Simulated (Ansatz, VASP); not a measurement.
## Mn: VASP beside Ansatz

```
CELL_PARAMETERS angstrom
2.42639 0.00000 0.00000
-1.21320 2.10132 0.00000
0.00000 0.00000 7.85043
ATOMIC_POSITIONS crystal
Mn 0.00000 0.00000 0.00000
Mn 0.00000 0.00000 0.50000
Mn 0.33333 0.66667 0.25000
Mn 0.66667 0.33333 0.75000
```

Alike in both runs: task single point; functional r2SCAN; k mesh 16 × 16 × 5; occupations fermi-dirac, width 0.1 eV; no spin polarisation.

```csv
,VASP,Ansatz
version,VASP 6.6.1,Ansatz 0.2.0
potentials or method,"VASP PAW PBE potentials, release 64 (Mn_pv), cutoff 520 eV","plane waves (500 eV) with PAW, scalar-relativistic"
valence electrons in the cell,52,60
```

|  | VASP | Ansatz | Ansatz less VASP |
| --- | --- | --- | --- |
| pressure (GPa) | 14.0 | 13.7 | -0.36 |
| traceless stress, the component that is largest in VASP (GPa) | -0.03 | -0.08 | -0.046 |

VASP's potentials were made for PBE, not for r2SCAN. VASP's potentials hold 52 valence electrons a cell and Ansatz's 60, so a difference there can come from the potentials and not from the codes.
